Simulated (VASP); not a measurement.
# Sn2Te (P-3m1) in VASP: a series of runs

Runs on Sn2Te. Level: PBE. Tasks: relaxation of cell and atoms, single point.

Program: VASP 6.6.1. These are calculated values, not measurements. Logs are shortened: lines on timing, memory, paths and dates and some standing lists are left out, and cuts for length are marked.

## Step 1: The cell of the first run

Symmetry: P-3m1, No. 164, trigonal system. The conventional cell has a = 4.072 Å, b = 4.072 Å, c = 6.904 Å, α = 90.00°, β = 90.00°, γ = 120.00°. Sn (site symmetry 3m) has 3 Te at 2.79 Å and 3 Sn at 3.81 Å within 3.9 Å. Within 3.7 Å of Te (site symmetry -3m) lie 6 Sn at 2.79 Å.

The cell was generated, and may not be a known phase.

## Step 2: Relaxation of cell and atoms, PBE

INCAR reads:

```
ALGO = Normal
EDIFF = 1E-6
EDIFFG = -0.08
ENCUT = 600
GGA = PE
IBRION = 2
ISIF = 3
ISMEAR = 0
LASPH = T
LCHARG = F
LREAL = F
LWAVE = F
NELM = 60
NSW = 36
PREC = Accurate
SIGMA = 0.2
```

KPOINTS reads:

```
k-points
0
Gamma
  6 6 3
```

POSCAR reads:

```
Sn2Te
1.0
    4.0724019100      0.0000000000      0.0000000000
   -2.0362009600      3.5268035100      0.0000000000
    0.0000000000      0.0000000000      6.9035877700
Sn Te
2 1
Direct
    0.6666666700      0.3333333300      0.7175636900
    0.3333333300      0.6666666700      0.2824363100
    0.0000000000      0.0000000000      0.5000000000
```

Potentials or basis: VASP PAW PBE potentials, release 64 (Sn_d, Te).

Command:

```console
cat potpaw_PBE.64/Sn_d/POTCAR potpaw_PBE.64/Te/POTCAR > POTCAR
mpirun -np 1 vasp_std > vasp.out
```

OUTCAR:

```text
EDIFF = 1E-6
   EDIFFG = -0.08
   ENCUT = 600
   GGA = PE
   IBRION = 2
   ISIF = 3
   ISMEAR = 0
   LASPH = T
   LREAL = F
   NELM = 60
   NSW = 36
   PREC = Accurate

 ion  position               nearest neighbor table
   1  0.667  0.333  0.718-   3 2.79   3 2.79   3 2.79
   2  0.333  0.667  0.282-   3 2.79   3 2.79   3 2.79
   3  0.000  0.000  0.500-   1 2.79   2 2.79   1 2.79   2 2.79   1 2.79   2 2.79

  LATTYP: Found a hexagonal cell.
 ALAT       =     4.0724019100
 C/A-ratio  =     1.6952127817

  Lattice vectors:

 A1 = (   4.0724019100,   0.0000000000,   0.0000000000)
 A2 = (  -2.0362009600,   3.5268035100,   0.0000000000)
 A3 = (   0.0000000000,   0.0000000000,   6.9035877700)

Analysis of symmetry for initial positions (statically):
=====================================================================
 Subroutine PRICEL returns:
 Original cell was already a primitive cell.

 Routine SETGRP: Setting up the symmetry group for a
 hexagonal supercell.

 Subroutine GETGRP returns: Found 12 space group operations
 (whereof 12 operations were pure point group operations)
 out of a pool of 24 trial point group operations.

The static configuration has the point symmetry D_3d.

Analysis of symmetry for dynamics (positions and initial velocities):
=====================================================================
 Subroutine PRICEL returns:
 Original cell was already a primitive cell.

 Routine SETGRP: Setting up the symmetry group for a
 hexagonal supercell.

 Subroutine GETGRP returns: Found 12 space group operations
 (whereof 12 operations were pure point group operations)
 out of a pool of 24 trial point group operations.

The dynamic configuration has the point symmetry D_3d.

 Subroutine INISYM returns: Found 12 space group operations
 (whereof 12 operations are pure point group operations),
 and found     1 'primitive' translations

----------------------------------------------------------------------------------------

                                     Primitive cell

  volume of cell :      99.1532

  direct lattice vectors                    reciprocal lattice vectors
     4.072401910  0.000000000  0.000000000     0.245555331  0.141771437  0.000000000
    -2.036200960  3.526803510  0.000000000     0.000000000  0.283542873  0.000000000
     0.000000000  0.000000000  6.903587770     0.000000000  0.000000000  0.144852218

  length of vectors
     4.072401910  4.072401914  6.903587770     0.283542873  0.283542873  0.144852218

  position of ions in fractional coordinates (direct lattice)
     0.666666670  0.333333330  0.717563690
     0.333333330  0.666666670  0.282436310
     0.000000000  0.000000000  0.500000000

  ion indices of the primitive-cell ions
   primitive index   ion index
                 1           1
                 2           2
                 3           3

----------------------------------------------------------------------------------------

 KPOINTS: k-points

Automatic generation of k-mesh.
 Grid dimensions read from file:
 generate k-points for:    6    6    3

 Generating k-lattice:

  Cartesian coordinates                     Fractional coordinates (reciprocal lattice)
     0.040925889  0.023628573  0.000000000     0.166666667  0.000000000  0.000000000
     0.000000000  0.047257146  0.000000000     0.000000000  0.166666667  0.000000000
     0.000000000  0.000000000  0.048284073     0.000000000  0.000000000  0.333333333

  Length of vectors
     0.047257146  0.047257146  0.048284073

  Shift w.r.t. Gamma in fractional coordinates (k-lattice)
     0.000000000  0.000000000  0.000000000

 Subroutine IBZKPT returns following result:
 ===========================================

 Found     17 irreducible k-points:

 Following reciprocal coordinates:
            Coordinates               Weight
  0.000000  0.000000  0.000000      1.000000
  0.166667  0.000000  0.000000      6.000000
  0.333333  0.000000  0.000000      6.000000
  0.500000  0.000000  0.000000      3.000000
  0.166667  0.166667  0.000000      6.000000
  0.333333  0.166667  0.000000     12.000000
[... 9 lines left out ...]
 -0.166667  0.500000  0.333333     12.000000
  0.333333  0.333333  0.333333      4.000000
   k-points           NKPTS =     17   k-points in BZ     NKDIM =     17   number of bands    NBANDS=     21
   number of dos      NEDOS =    301   number of ions     NIONS =      3
   total plane-waves  NPLWV =  72576
   dimension x,y,z NGX =    36 NGY =   36 NGZ =   56
   dimension x,y,z NGXF=    72 NGYF=   72 NGZF=  112
   ions per type =               2   1
   NGX,Y,Z   is equivalent  to a cutoff of  14.70, 14.70, 13.49 a.u.
   NGXF,Y,Z  is equivalent  to a cutoff of  29.39, 29.39, 26.97 a.u.
 SYSTEM =  unknown system
   PREC   = accura    normal or accurate (medium, high low for compatibility)
   ISTART =      0    job   : 0-new  1-cont  2-samecut
   ICHARG =      2    charge: 1-file 2-atom 10-const
   ISPIN  =      1    spin polarized calculation?
   LNONCOLLINEAR =      F non collinear calculations
   LSORBIT =      F    spin-orbit coupling
   LASPH  =      T    aspherical Exc in radial PAW
   ENCUT  =  600.0 eV  44.10 Ry    6.64 a.u.   8.13  8.13 13.79*2*pi/ulx,y,z
   NELM   =     60;   NELMIN=  2; NELMDL= -5     # of ELM steps
   EDIFF  = 0.1E-05   stopping-criterion for ELM
   LREAL  =      F    real-space projection
   EDIFFG = -.8E-01   stopping-criterion for IOM
   NSW    =     36    number of steps for IOM
   IBRION =      2    ionic relax: 0-MD 1-quasi-New 2-CG
   NFREE  =      1    steps in history (QN), initial steepest desc. (CG)
   ISIF   =      3    stress and relaxation
   ISYM   =      2    0-nonsym 1-usesym 2-fastsym
   POTIM  = 0.5000    time-step for ionic-motion
   TEBEG  =    0.0;   TEEND  =   0.0 temperature during run
   PSTRESS=    0.0 pullay stress
   NELECT =      34.0000    total number of electrons
   NUPDOWN=      -1.0000    fix difference up-down
   EMIN   =  10.00;   EMAX   =-10.00  energy-range for DOS
   EFERMI =   0.00;   METHOD = LEGACY
   ISMEAR =     0;   SIGMA  =   0.20  broadening in eV -4-tet -1-fermi 0-gaus
   EFERMI_NEDOS =   21; number of points for ismear=-14 and -15
   IALGO  =     38    algorithm
   IMIX   =      4    mixing-type and parameters
     AMIX     =   0.40;   BMIX     =  1.00
     AMIX_MAG =   1.60;   BMIX_MAG =  1.00
  volume/ion in A,a.u.               =      33.05       223.04
  Fermi-wavevector in a.u.,A,eV,Ry     =   1.145862  2.165365 17.864438  1.312999
  Thomas-Fermi vector in A             =   2.282548
   LORBIT       =      0    0 simple, 1 ext, 2 COOP (PROOUT), +10 PAW based schemes
   GGA     = PE    functional components
   LHFCALC =     F    Hartree Fock is set to
   AEXX    =    0.0000 exact exchange contribution
   IVDW    =     0    specifies the selected vdW correction
   LEPSILON=     F    determine dielectric tensor
   LRPA    =     F    only Hartree local field effects (RPA)
 conjugate gradient relaxation of ions
 non-spin polarized calculation
 Gauss-broadening in eV      SIGMA  =   0.20
  energy-cutoff  :      600.00
  volume of cell :       99.15
 maximum number of plane-waves:      3322
 NGX is ok and might be reduce to    36

--------------------------------------- Ionic step        1  -------------------------------------------

 number of electron      34.0000009 magnetization

 Free energy of the ion-electron system (eV)
  ---------------------------------------------------
  ext. energy  EPLUGINS =         0.00000000
  ---------------------------------------------------
  free energy    TOTEN  =        -8.61842850 eV

  energy without entropy =       -8.59234153  energy(sigma->0) =       -8.60538501

------------------------ aborting loop because EDIFF is reached ----------------------------------------

  FORCE on cell =-STRESS in cart. coord.  units (eV):
  Direction    XX          YY          ZZ          XY          YZ          ZX
  --------------------------------------------------------------------------------------
  -------------------------------------------------------------------------------------
  Total        8.1632754      8.1632754      8.5639931     -0.0000000     -0.0000000      0.0000000
  in kB      131.9071329    131.9071330    138.3821718     -0.0000002     -0.0000000      0.0000000
  external PRESSURE =     134.0654793 kB  Pullay stress =       0.0000000 kB
[... 92 lines left out ...]
  FREE ENERGIE OF THE ION-ELECTRON SYSTEM (eV)
  ---------------------------------------------------
  free  energy   TOTEN  =        -9.9045008826 eV

  energy  without entropy=       -9.8539737201  energy(sigma->0) =       -9.87923730

 E-fermi :   4.9061     XC(G=0):  -8.5832

 val. band max:        4.8921004405   @ k =   0.1667   0.1667   0.0000
 cond. band min:       4.9832256357   @ k =   0.5000   0.0000   0.3333
 fundamental gap:      0.0911251953
 Fermi energy:         4.9060531111

 k-point     1 :       0.0000    0.0000    0.0000
  band No.  band energies     occupation
      1     -16.8921      2.00000
      2     -16.8884      2.00000
      3     -16.8883      2.00000
      4     -16.8883      2.00000
      5     -16.8882      2.00000
      6     -16.8882      2.00000
[... 382 lines left out ...]
      5     -16.8791      2.00000
      6     -16.8791      2.00000
[... 13 lines left out ...]
     20       7.5103      0.00000
     21       7.5103      0.00000

[... ionic steps 4 to 17 ...]

--------------------------------------- Ionic step       18  -------------------------------------------

 number of electron      33.9999999 magnetization

------------------------ aborting loop because EDIFF is reached ----------------------------------------

  FORCE on cell =-STRESS in cart. coord.  units (eV):
  Direction    XX          YY          ZZ          XY          YZ          ZX
  --------------------------------------------------------------------------------------
  -------------------------------------------------------------------------------------
  Total       -0.2359987     -0.2359987     -0.2874453      0.0000000      0.0000000     -0.0000000
  in kB       -4.0464249     -4.0464249     -4.9285263      0.0000000      0.0000000     -0.0000000
  external PRESSURE =      -4.3404587 kB  Pullay stress =       0.0000000 kB
[... 59 lines left out ...]
  energy  without entropy=      -10.9090625465  energy(sigma->0) =      -10.92416867

--------------------------------------- Ionic step       20  -------------------------------------------

 number of electron      34.0000006 magnetization

 Free energy of the ion-electron system (eV)
  ---------------------------------------------------
  ext. energy  EPLUGINS =         0.00000000
  ---------------------------------------------------
  free energy    TOTEN  =       -10.94073596 eV

  energy without entropy =      -10.91124867  energy(sigma->0) =      -10.92599232

 E-fermi :   6.8011     XC(G=0):  -9.6377

 val. band max:        6.7689861865   @ k =   0.1667   0.1667   0.0000
 cond. band min:       6.9010404510   @ k =   0.0000   0.3333   0.3333
 fundamental gap:      0.1320542645
 Fermi energy:         6.8011107351

 k-point     1 :       0.0000    0.0000    0.0000
  band No.  band energies     occupation
      1     -14.8506      2.00000
      2     -14.8506      2.00000
      3     -14.7650      2.00000
      4     -14.7545      2.00000
      5     -14.7545      2.00000
      6     -14.6526      2.00000
[... 427 lines left out ...]
  FREE ENERGIE OF THE ION-ELECTRON SYSTEM (eV)
  ---------------------------------------------------
  free  energy   TOTEN  =       -10.9407359624 eV

  energy  without entropy=      -10.9112486679  energy(sigma->0) =      -10.92599232

 reached required accuracy - stopping structural energy minimisation
```

Wall time 4.4 min (1 thread of Intel Xeon 6975P-C (Granite Rapids), shared host); peak memory 0.28 GiB.

What came out:

- Free energy: -10.9407 eV
- Relaxed volume: 30.70 Å³/atom
- Relaxed cell: a = 4.289 Å, b = 4.289 Å, c = 5.781 Å, α = 90.00°, β = 90.00°, γ = 120.00°
- Space group after relaxing (to 0.1 Å): P-3m1 (No. 164)
- Energy gained by relaxing: 774.1 meV/atom
- Ionic steps: 20
- Pressure after relaxing: 0.2 GPa
- Band gap on the k mesh: zero (bands 17 and 18 overlap by 2.28 eV)

The path:
```
step  energy change (eV)  largest force (eV/Å)  pressure (GPa)  volume (Å³)
   1              0.0000                3.5005           13.41        99.15
   2             -1.0576                0.0262           -3.75       144.37
   3             -1.2861                0.8077           -0.99       127.15
   4             -1.2859                0.8435           -0.84       126.54
   5             -1.3889                0.8280           -0.93       123.68
   6             -1.6529                0.5808           -1.11       115.14
   7             -1.7824                0.0293           -1.07        98.37
   8             -1.8119                0.0200           -1.30       102.73
   9             -1.8625                0.4466            2.29        92.07
  10             -1.8674                0.3445            1.38        94.28
  11             -1.9966                0.3957            1.52        92.81
  12             -2.2089                0.3968            3.82        86.91
  13             -2.2923                0.1561            0.88        91.14
  14             -2.3053                0.0697           -0.26        93.26
  15             -2.3060                0.0459           -0.56        93.86
  16             -2.3106                0.0392           -0.56        93.80
  17             -2.3201                0.0114           -0.52        93.57
  18             -2.3208                0.0525           -0.43        93.44
  19             -2.3208                0.0361           -0.46        93.49
  20             -2.3223                0.0018            0.17        92.09
```

Final structure:
```yaml
crystal:
  lattice:
    - [4.28900, 0.00000, 0.00000]
    - [-2.14450, 3.71439, 0.00000]
    - [0.00000, 0.00000, 5.78051]
  atoms:
    - { symbol: Sn, position: [0.66667, 0.33333, 0.84494] }
    - { symbol: Sn, position: [0.33333, 0.66667, 0.15505] }
    - { symbol: Te, position: [0.00000, 0.00000, 0.50000] }
```

Caveat: a cell axis changed by over 15 % at a fixed basis, so the end point is rough; spin-orbit coupling is left out, which moves the levels of the heavy elements.

## Step 3: Single point, PBE

This run uses another cell than the first one, of 30.86 Å³/atom.

INCAR reads:

```
SYSTEM = Sn2Te
PREC = Accurate
ENCUT = 520
EDIFF = 1E-6
ISMEAR = 0
SIGMA = 0.1
LREAL = .FALSE.
LASPH = .TRUE.
NELM = 60
ALGO = Fast
ISIF = 2
LWAVE = .FALSE.
LCHARG = .TRUE.
GGA = PE
LELF = .TRUE.
LVHAR = .TRUE.
NBANDS = 24
```

KPOINTS reads:

```
regular mesh
0
G
  12 12 6
  0 0 0
```

POSCAR reads:

```
Sn2Te
1.0
    4.3206195052      0.0000000000      0.0000000000
   -2.1603097526      3.7417662516      0.0000000000
    0.0000000000      0.0000000000      5.7257911112
Sn Te
2 1
Direct
    0.6666666667      0.3333333333      0.8395579883
    0.3333333333      0.6666666667      0.1604420117
    0.0000000000      0.0000000000      0.5000000000
```

Potentials or basis: VASP PAW PBE potentials, release 64 (Sn_d, Te).

Command:

```console
cat potpaw_PBE.64/Sn_d/POTCAR potpaw_PBE.64/Te/POTCAR > POTCAR
mpirun -np 1 vasp_std > vasp.out
```

Wall time 1.7 min (1 thread of Intel Xeon 6975P-C (Granite Rapids), shared host); peak memory 0.35 GiB.

The run converged. Its results:

```yaml
Free_energy: -10.9547 eV
Pressure: 0.0 GPa
Band_gap_on_the_k_mesh: zero (bands 17 and 18 overlap by 2.78 eV)
```

Forces in eV/Å, atoms in the order of the input:
```
Sn   0.000  0.000  0.002
Sn   0.000  0.000 -0.002
Te   0.000  0.000  0.000
```

Levels at points of the mesh, in eV from the Fermi level:
| k point | band 13 | band 14 | band 15 | band 16 | band 17 | band 18 | band 19 | band 20 | band 21 | band 22 |
| --- | --- | --- | --- | --- | --- | --- | --- | --- | --- | --- |
| (0.00, 0.00, 0.00) | -6.44 | -1.57 | -1.57 | 0.52 | 0.52 | 0.53 | 0.55 | 4.00 | 4.02 | 4.02 |
| (0.50, 0.00, 0.00) | -5.84 | -3.55 | -3.17 | -3.00 | -2.20 | 1.37 | 2.33 | 2.53 | 2.88 | 3.04 |
| (0.00, 0.00, 0.50) | -3.49 | -2.06 | -1.57 | -1.57 | 1.35 | 1.35 | 2.21 | 2.21 | 2.35 | 2.53 |
| (0.50, 0.00, 0.50) | -7.14 | -5.16 | -2.41 | -1.56 | -0.78 | -0.73 | 2.14 | 3.34 | 4.91 | 5.12 |

Caveat: spin-orbit coupling is left out, which moves the levels of the heavy elements.

## Step 4: Single point, PBE

This run uses another cell than the first one: it holds 6 atoms, not 3.

INCAR reads:

```
SYSTEM = Sn2Te
PREC     = Accurate       ! precision mode
ENCUT    = 520            ! plane-wave cutoff, eV
EDIFF    = 1E-6           ! SCF threshold, eV
ISMEAR   = 0              ! smearing method
SIGMA    = 0.1            ! smearing width, eV
LREAL    = .False.        ! projectors in reciprocal space
LASPH    = .True.         ! aspherical terms in the spheres
NELM     = 80             ! most SCF steps
ALGO     = Fast           ! electronic algorithm
ISIF     = 2              ! what is computed and relaxed
LWAVE    = .False.        ! write WAVECAR
LCHARG   = .False.        ! write CHGCAR
GGA      = PE             ! functional
NBANDS   = 43             ! bands
```

KPOINTS reads:

```
Automatic mesh
0
Gamma
  6 6 4
  0 0 0
```

POSCAR reads:

```
Sn2Te
1.0
    5.2991141538      0.0000000000      0.0000000000
   -2.6495570769      4.5891674747      0.0000000000
    0.0000000000      0.0000000000      9.0553016522
Sn Te
4 2
Direct
    0.6666666667      0.3333333333      0.5138209224
    0.3333333333      0.6666666667      0.4861790776
    0.0000000000      0.0000000000      0.1682458508
    0.0000000000      0.0000000000      0.8317541492
    0.6666666667      0.3333333333      0.8341583623
    0.3333333333      0.6666666667      0.1658416377
```

Command:

```console
cat potpaw_PBE.64/Sn_d/POTCAR potpaw_PBE.64/Te/POTCAR > POTCAR
mpirun -np 1 vasp_std > vasp.out
```

Wall time 2.2 min (1 thread of Intel Xeon 6975P-C (Granite Rapids), shared host); peak memory 0.42 GiB.

Results (log left out):

```
Free energy            : -21.7991 eV
Pressure               : 0.0 GPa
Largest force          : 0.005 eV/Å
Band gap on the k mesh : zero (bands 34 and 35 overlap by 0.28 eV)
```

Forces on the atoms (eV/Å):
```
Sn   0.000  0.000 -0.005
Sn   0.000  0.000  0.005
Sn   0.000  0.000 -0.002
Sn   0.000  0.000  0.002
Te   0.000  0.000  0.000
Te   0.000  0.000  0.000
```

Levels at points of the mesh, in eV from the Fermi level:
| k point | band 32 | band 33 | band 34 | band 35 | band 36 | band 37 |
| --- | --- | --- | --- | --- | --- | --- |
| (0.00, 0.00, 0.00) | -2.10 | -0.93 | -0.93 | -0.02 | 1.13 | 1.13 |
| (0.50, 0.00, 0.00) | -1.59 | -1.08 | -0.90 | 1.10 | 1.65 | 2.27 |
| (0.00, 0.00, 0.50) | -1.56 | -1.07 | -1.07 | 0.70 | 1.13 | 1.13 |
| (0.50, 0.00, 0.50) | -1.55 | -1.36 | -0.44 | -0.08 | 2.00 | 2.21 |

Caveat: semilocal functionals underestimate gaps, and a narrow one can read as zero; spin-orbit coupling is left out, which moves the levels of the heavy elements.

## Step 5: Overview

```tsv
task	cell	k mesh	cutoff (eV)	smearing	gap on the mesh (eV)	pressure (GPa)
relaxation of cell and atoms	relaxed from a = 4.072, b = 4.072, c = 6.904 Å, angles 90.0, 90.0, 120.0°, 3 atoms, atomic positions A	6 × 6 × 3	600	gaussian 0.2 eV	none	0.2
single point	a = 4.321, b = 4.321, c = 5.726 Å, angles 90.0, 90.0, 120.0°, 3 atoms, atomic positions B	12 × 12 × 6	520	gaussian 0.1 eV	none	0.0
single point	a = 5.299, b = 5.299, c = 9.055 Å, angles 90.0, 90.0, 120.0°, 6 atoms, atomic positions C	6 × 6 × 4	520	gaussian 0.1 eV	none	0.0
```

Alike in all rows: level PBE; potentials or basis VASP PAW PBE potentials, release 64 (Sn_d, Te); no spin polarisation.

Caveats: spin-orbit coupling is left out, which moves the levels of the heavy elements; a cell axis changed by over 15 % at a fixed basis, so the end point is rough (at least some runs); semilocal functionals underestimate gaps, and a narrow one can read as zero (at least some runs).

Absolute energies hang on the potentials; compare differences alone.

The gap in the log of VASP goes by the Fermi energy; the results here count the filled bands.